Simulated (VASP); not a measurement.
# Yb (Fm-3m) in VASP: a series of runs, part 2 of 2

VASP 6.6.1. Earlier steps stand in the parts before.

### Step 3. Single point, PBE

INCAR reads:

```
SYSTEM = Yb
PREC     = Accurate       ! precision mode
ENCUT    = 520            ! plane-wave cutoff, eV
EDIFF    = 1E-6           ! SCF threshold, eV
ISMEAR   = -1             ! smearing method
SIGMA    = 0.05           ! smearing width, eV
LREAL    = .False.        ! projectors in reciprocal space
LASPH    = .True.         ! aspherical terms in the spheres
NELM     = 60             ! most SCF steps
ALGO     = Normal         ! electronic algorithm
ISIF     = 2              ! what is computed and relaxed
LWAVE    = .False.        ! write WAVECAR
LCHARG   = .False.        ! write CHGCAR
GGA      = PE             ! functional
NBANDS   = 18             ! bands
```

KPOINTS reads:

```
regular mesh
0
Gamma
  12 12 12
  0 0 0
```

POSCAR reads:

```
Yb
1.0
    0.0000000000      2.7431000000      2.7431000000
    2.7431000000      0.0000000000      2.7431000000
    2.7431000000      2.7431000000      0.0000000000
Yb
1
Direct
    0.0000000000      0.0000000000      0.0000000000
```

Potentials or basis: VASP PAW PBE potentials, release 64 (Yb).

The run is started by

```
$ cat potpaw_PBE.64/Yb/POTCAR > POTCAR
$ mpirun -np 1 vasp_std > vasp.out
```

OUTCAR:

```text
SYSTEM = Yb
   PREC = Accurate
   ENCUT = 520
   EDIFF = 1E-6
   ISMEAR = -1
   LREAL = .False.
   LASPH = .True.
   NELM = 60
   ISIF = 2
   GGA = PE

 ion  position               nearest neighbor table
   1  0.000  0.000  0.000-

  LATTYP: Found a face centered cubic cell.
 ALAT       =     5.4862000000

  Lattice vectors:

 A1 = (   0.0000000000,   2.7431000000,   2.7431000000)
 A2 = (   2.7431000000,   0.0000000000,   2.7431000000)
 A3 = (   2.7431000000,   2.7431000000,   0.0000000000)

Analysis of symmetry for initial positions (statically):
=====================================================================
 Subroutine PRICEL returns:
 Original cell was already a primitive cell.

 Routine SETGRP: Setting up the symmetry group for a
 face centered cubic supercell.

 Subroutine GETGRP returns: Found 48 space group operations
 (whereof 48 operations were pure point group operations)
 out of a pool of 48 trial point group operations.

The static configuration has the point symmetry O_h .

Analysis of symmetry for dynamics (positions and initial velocities):
[... 150 lines left out ...]
  ---------------------------------------------------
  ext. energy  EPLUGINS =         0.00000000
  ---------------------------------------------------
  free energy    TOTEN  =        -3.52306435 eV

  energy without entropy =       -3.50626191  energy(sigma->0) =       -3.51466313

 E-fermi :   1.1686     XC(G=0):  -8.8562

 val. band max:        1.1167103720   @ k =  -0.3333   0.4167   0.1667
 cond. band min:       1.1719415630   @ k =  -0.4167   0.2500   0.0000
 fundamental gap:      0.0552311910
 Fermi energy:         1.1685820437

 k-point     1 :       0.0000    0.0000    0.0000
  band No.  band energies     occupation
      1     -50.6737      2.00000
      2     -22.9356      2.00000
      3     -22.9356      2.00000
      4     -22.9356      2.00000
      5      -3.6949      2.00000
      6       0.7379      1.99964
[... 481 lines left out ...]
      5      -0.1097      2.00000
      6       0.7591      1.99945
[... 10 lines left out ...]
     17       6.7454      0.00000
     18       7.7042      0.00000

 [... further k-points ...]
[... 5 lines left out ...]
  --------------------------------------------------------------------------------------
  -------------------------------------------------------------------------------------
  Total       -0.5990772     -0.5990772     -0.5990772      0.0000000      0.0000000      0.0000000
  in kB      -23.2508308    -23.2508308    -23.2508308      0.0000000      0.0000000      0.0000000
  external PRESSURE =     -23.2508308 kB  Pullay stress =       0.0000000 kB

 VOLUME and BASIS-vectors are now :
 -----------------------------------------------------------------------------
  energy-cutoff  :      520.00
  volume of cell :       41.28
      direct lattice vectors                 reciprocal lattice vectors
     0.000000000  2.743100000  2.743100000    -0.182275528  0.182275528  0.182275528
     2.743100000  0.000000000  2.743100000     0.182275528 -0.182275528  0.182275528
     2.743100000  2.743100000  0.000000000     0.182275528  0.182275528 -0.182275528

 POSITION                                       TOTAL-FORCE (eV/Angst)
 -----------------------------------------------------------------------------------
      0.00000      0.00000      0.00000         0.000000      0.000000      0.000000
 -----------------------------------------------------------------------------------
    total drift:                               -0.000000     -0.000000      0.000000

  FREE ENERGIE OF THE ION-ELECTRON SYSTEM (eV)
  ---------------------------------------------------
  free  energy   TOTEN  =        -3.5230643535 eV

  energy  without entropy=       -3.5062619057  energy(sigma->0) =       -3.51466313
```

stdout:

```text
POSCAR found type information on POSCAR Yb
 POSCAR found :  1 types and       1 ions
 scaLAPACK will be used
 LDA part: xc-table for (Slater+PW92), standard interpolation
 POSCAR, INCAR and KPOINTS ok, starting setup
 FFT: planning ... GRIDC
 FFT: planning ... GRID_SOFT
 FFT: planning ... GRID
 WAVECAR not read
 entering main loop
```

It took 2.2 min on 1 thread of Intel Xeon Platinum 8488C (Sapphire Rapids), shared host; peak memory 0.21 GiB.

Results:

```yaml
Free_energy: -3.5231 eV
Pressure: -2.3 GPa
Band_gap_on_the_k_mesh: zero (bands 12 and 13 overlap by 0.07 eV)
```

Levels at points of the mesh, in eV from the Fermi level:
```
           k point  band 8  band 9  band 10  band 11  band 12  band 13  band 14  band 15  band 16  band 17
(0.00, 0.00, 0.00)   -0.36   -0.36    -0.29    -0.29    -0.29     2.72     2.72     2.72     4.56     4.56
(0.50, 0.00, 0.00)   -0.37   -0.37    -0.30    -0.30    -0.28     0.13     2.53     2.53     5.90     5.90
(0.50, 0.50, 0.00)   -0.36   -0.36    -0.32    -0.31    -0.31     0.28     1.30     5.91     6.29     6.40
```

Caveat: spin-orbit coupling is left out, which moves the levels of the heavy elements. Spin polarisation is off, so any magnetic state and its effect on volume and gap are missing.

### Step 4. Single point, PBE, non-collinear spin, zero start, spin-orbit coupling

INCAR reads:

```
PREC = Accurate
ENCUT = 520
EDIFF = 1E-7
ISMEAR = -1
SIGMA = 0.05
LREAL = False
LASPH = True
NELM = 150
ALGO = Normal
ISIF = 2
LWAVE = False
LCHARG = False
LNONCOLLINEAR = True
MAGMOM = 0 0 0
LORBIT = 11
LSORBIT = True
GGA_COMPAT = False
LORBMOM = True
LMAXMIX = 6
GGA = PE
NBANDS = 35
```

KPOINTS reads:

```
Automatic mesh
0
Gamma
  12 12 12
```

POSCAR is that of step 3.

The run is started by

```
$ cat potpaw_PBE.64/Yb/POTCAR > POTCAR
$ mpirun -np 1 vasp_ncl > vasp.out
```

It took 10 min on 1 thread of Intel Xeon Platinum 8488C (Sapphire Rapids), shared host; peak memory 0.39 GiB.

The run converged. Its results:

| Quantity | Value |
| --- | --- |
| Free energy | -4.4340 eV |
| Pressure | -2.9 GPa |
| Net moment | 0.00 μB per cell |
| Valence electrons inside the program's atomic spheres | Yb 22.14 |

Moments on the atoms (μB; x, y, z):
```
Yb  0.00 0.00 0.00
```

The state reached can hang on the start; a lower one may exist.

### Step 5. Summary

| level | spin | gap on the mesh (eV) | pressure (GPa) |
| --- | --- | --- | --- |
| PBEsol | off | none | -3.3 |
| PBE | off | none | -2.3 |
| PBE | non-collinear, zero start, SOC | - | -2.9 |

Alike in all rows: task single point; potentials or basis VASP PAW PBE potentials, release 64 (Yb); cell as given; k mesh 12 × 12 × 12; cutoff (eV) 520; smearing fermi-dirac 0.05 eV.

The pressure there spans -3.3 GPa (PBEsol) to -2.3 GPa (PBE); a positive pressure means that this level wants a larger cell, a negative one a smaller.

Caveats: spin-orbit coupling is left out, which moves the levels of the heavy elements (at least some runs); the cell stands under tension (at least some runs); the PAW data sets were made with another functional, which shifts forces and pressure a little (at least some runs).

Total energies depend on the potentials used, so only differences within one code and one set of settings carry meaning.

The gap in the log of VASP goes by the Fermi energy; the results here count the filled bands.